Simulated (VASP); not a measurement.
Input of a VASP 6.6.1 run:

Contents of POSCAR:

```
Ga3SbAs2
1.0
    4.1810184531      0.0000000000      0.0000000000
   -2.0905092266      3.6208681941      0.0000000000
    0.0000000000      0.0000000000     10.2313254177
As Sb Ga
2 1 3
Direct
    0.0000000000      0.0000000000      0.0064089337
    0.3333333333      0.6666666667      0.3267683864
    0.6666666667      0.3333333333      0.6660901234
    0.3333333333      0.6666666667      0.0830152547
    0.6666666667      0.3333333333      0.4036395043
    0.0000000000      0.0000000000      0.7640777975
```

The input INCAR.step1:

```
PREC = Accurate ; ENCUT = 600
ISMEAR = -1 ; SIGMA = 0.02
LREAL = False ; LASPH = True
NELM = 80 ; GGA = PE
ALGO = Normal ; EDIFF = 1E-4
LWAVE = True ; LCHARG = False
```

File INCAR.step2:

```
PREC = Accurate ; ENCUT = 600
EDIFF = 1E-6 ; ISMEAR = -1
SIGMA = 0.02 ; LREAL = False
LASPH = True ; NELM = 80
ALGO = Normal ; ISIF = 3
LWAVE = False ; LCHARG = False
METAGGA = R2SCAN ; LMIXTAU = True
IBRION = 2 ; NSW = 80
EDIFFG = -0.005 ; ISTART = 1
```

The input KPOINTS:

```
Automatic mesh
0
Gamma
  6 6 2
```

Potentials or basis: VASP PAW PBE potentials, release 64 (As, Sb, Ga_d).

The run is started by

```sh
$ cat potpaw_PBE.64/As/POTCAR potpaw_PBE.64/Sb/POTCAR potpaw_PBE.64/Ga_d/POTCAR > POTCAR
$ cp INCAR.step1 INCAR
$ mpirun -np 1 vasp_std > vasp.out
$ cp INCAR.step2 INCAR
$ mpirun -np 1 vasp_std > vasp.out
```

Q: What does it give for the relaxed cell?

A: a = 4.126 Å, b = 4.126 Å, c = 10.102 Å, α = 90.00°, β = 90.00°, γ = 120.00°.

Q: What does it give for the space group after relaxing (to 0.05 Å)?

A: P3m1 (No. 156).

Q: Predict the band gap on the k mesh.

A: Zero (filled and empty bands touch).

The path:
```tsv
step	energy change (eV)	largest force (eV/Å)	pressure (GPa)	volume (Å³)
1	0.0000	0.0573	-2.31	154.89
2	-0.0392	0.0643	0.95	146.71
3	-0.0454	0.0379	0.03	148.84
4	-0.0454	0.0358	-0.01	148.96
5	-0.0456	0.0174	0.00	148.93
6	-0.0456	0.0107	0.01	148.92
7	-0.0456	0.0139	0.01	148.91
8	-0.0456	0.0080	-0.04	148.95
9	-0.0456	0.0053	-0.04	148.95
10	-0.0456	0.0058	0.04	148.93
11	-0.0456	0.0078	-0.01	148.93
12	-0.0456	0.0055	-0.01	148.93
13	-0.0456	0.0055	-0.01	148.93
14	-0.0456	0.0048	-0.01	148.93
```

Caveat: the PAW data sets were made with another functional, which shifts forces and pressure a little; spin-orbit coupling is left out, which moves the levels of the heavy elements.
